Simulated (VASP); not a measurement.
Sc3Te2: single point with PBE

Sc3Te2:

```
CELL_PARAMETERS angstrom
5.32609 0.00000 0.00000
0.00000 5.32609 0.00000
0.00000 0.00000 5.32609
ATOMIC_POSITIONS crystal
Sc 0.50000 0.00000 0.00000
Sc 0.00000 0.50000 0.00000
Sc 0.00000 0.00000 0.50000
Te 0.50000 0.50000 0.50000
Te 0.00000 0.00000 0.00000
```

| Quantity | Value |
| --- | --- |
| Program | VASP 6.6.1 |
| Task | single point |
| Functional | PBE |
| Potentials or basis | VASP PAW PBE potentials, release 64 (Sc_sv, Te) |
| Cutoff | 520 eV |
| k mesh | 8 × 8 × 8 |
| Occupations | gaussian, width 0.1 eV |
| Spin | no spin polarisation |

```json
{"Pressure": "0.1 GPa"}
```

Levels at points of the mesh, in eV from the Fermi level:
```
           k point  band 19  band 20  band 21  band 22  band 23  band 24  band 25  band 26
(0.00, 0.00, 0.00)    -2.02    -2.02    -1.19    -0.92    -0.92    -0.92    -0.83    -0.83
(0.50, 0.00, 0.00)    -2.80    -2.80    -0.72    -0.12    -0.03     0.40     0.40     0.56
(0.50, 0.50, 0.00)    -3.10    -2.74    -0.20    -0.20     0.32     0.34     0.50     0.50
(0.50, 0.50, 0.50)    -3.38    -3.38     0.09     0.09     0.09     0.48     0.53     0.53
```

Run time: 3.5 min on 1 thread of Oxide Virtual Turin-like Processor (shared host), peak memory 0.28 GiB.

Caveat: spin-orbit coupling is left out, which moves the levels of the heavy elements.
